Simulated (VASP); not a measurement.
Write the native input for VASP 6.6.1 that does the following.

* Task: single point
* Functional: PBE
* Potentials or basis: VASP PAW PBE potentials, release 64 (Mg_sv, O)
* Cutoff: 840 eV
* k mesh: 10 × 10 × 10
* Occupations: gaussian, width 0.05 eV
* Spin: no spin polarisation
* Dipole correction: no
* Further INCAR settings: ALGO = Normal; EDIFF = 1e-06; NBANDS = 15

The structure of MgO lies in POSCAR:

```
MgO
1.0
    0.0000000000      2.1095627621      2.1095627621
    2.1095627621      0.0000000000      2.1095627621
    2.1095627621      2.1095627621      0.0000000000
Mg O
1 1
Direct
    0.0000000000      0.0000000000      0.0000000000
    0.5000000000      0.5000000000      0.5000000000
```

The input as run:

INCAR

```
PREC = Accurate ; ENCUT = 840
EDIFF = 1E-6 ; ISMEAR = 0
SIGMA = 0.05 ; LREAL = F
LASPH = T ; NELM = 120
ALGO = Normal ; ISIF = 2
LWAVE = F ; LCHARG = T
GGA = PE ; LELF = T
LVHAR = T ; NBANDS = 15
GGA_COMPAT = F
```

KPOINTS

```
Automatic mesh
0
Gamma
  10 10 10
```

Potentials or basis: VASP PAW PBE potentials, release 64 (Mg_sv, O).

Command:

```bash
$ cat potpaw_PBE.64/Mg_sv/POTCAR potpaw_PBE.64/O/POTCAR > POTCAR
$ mpirun -np 1 vasp_std > vasp.out
```

It gave:

- Pressure: 3.9 GPa
- Band gap on the k mesh: 4.69 eV

Caveat: the cell stands under pressure.

It took 15 s on 1 thread of AMD EPYC 7R13 Processor (Zen 3), with other jobs on the host, peak memory 0.14 GiB.
